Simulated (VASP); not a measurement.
Input of a VASP 6.6.1 run:

INCAR

```
ALGO     = Normal         # electronic algorithm
EDIFF    = 1E-6           # SCF threshold, eV
ENCUT    = 520            # plane-wave cutoff, eV
GGA      = PE             # functional
ISIF     = 2              # what is computed and relaxed
ISMEAR   = -1             # smearing method
LASPH    = T              # aspherical terms in the spheres
LCHARG   = F              # write CHGCAR
LREAL    = F              # projectors in reciprocal space
LWAVE    = F              # write WAVECAR
NBANDS   = 19             # bands
NELM     = 60             # most SCF steps
PREC     = Accurate       # precision mode
SIGMA    = 0.1            # smearing width, eV
```

Contents of KPOINTS:

```
k-points
0
Gamma
  12 12 12
```

The input POSCAR:

```
Cd
1.0
    0.0000000000      2.9378558876      2.9378558876
    2.9378558876      0.0000000000      2.9378558876
    2.9378558876      2.9378558876      0.0000000000
Cd
2
Direct
   -0.1250000000     -0.1250000000     -0.1250000000
    0.1250000000      0.1250000000      0.1250000000
```

Potentials or basis: VASP PAW PBE potentials, release 64 (Cd).

Command:

```console
$ cat potpaw_PBE.64/Cd/POTCAR > POTCAR
$ mpirun -np 1 vasp_std > vasp.out
```

Question: Estimate the pressure.

Answer: 18.8 GPa.

Question: Estimate the band gap on the k mesh.

Answer: Zero (bands 12 and 13 overlap by 7.19 eV).

Caveat: the cell stands under pressure.
